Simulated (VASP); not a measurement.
HgTe, 2 atoms in the cell. It takes space group F-43m (No. 216, cubic). The conventional cell has a = 6.472 Å, b = 6.472 Å, c = 6.472 Å, α = 90.00°, β = 90.00°, γ = 90.00°. Within 3.7 Å of Hg (site symmetry -43m) lie 4 Te at 2.80 Å. Te (site symmetry -43m) has 4 Hg at 2.80 Å within 3.7 Å. 

```yaml
Program: VASP 6.6.1
Task: single point
Functional: PBE-based screened hybrid with 25 % exact exchange
Potentials_or_basis: VASP PAW PBE potentials, release 64 (Hg, Te)
Cutoff: 520 eV
k_mesh: 4 × 4 × 4
Occupations: fermi-dirac, width 0.05 eV
Spin: no spin polarisation
Dipole_correction: no
Grid_for_exact_exchange_PRECFOCK: Normal
Share_of_exact_exchange: 0.25
Further_INCAR_settings: ALGO = Normal; EDIFF = 1e-06; NBANDS = 16
Screening_parameter: 0.3 1/Å
```

Potentials or basis: VASP PAW PBE potentials, release 64 (Hg, Te).

The run is started by

```sh
$ cat potpaw_PBE.64/Hg/POTCAR potpaw_PBE.64/Te/POTCAR > POTCAR
$ cp INCAR.step1 INCAR
$ mpirun -np 1 vasp_std > vasp.out
$ cp INCAR.step2 INCAR
$ mpirun -np 1 vasp_std > vasp.out
```

Hardware: 1 thread of Intel(R) Xeon(R) 6975P-C (Granite Rapids) (shared host).

Question: Estimate the wall time of this run.

Answer: It took 7.9 min on 1 thread of Intel(R) Xeon(R) 6975P-C (Granite Rapids), on a shared host, peak memory 0.32 GiB. Counts: k points 8.
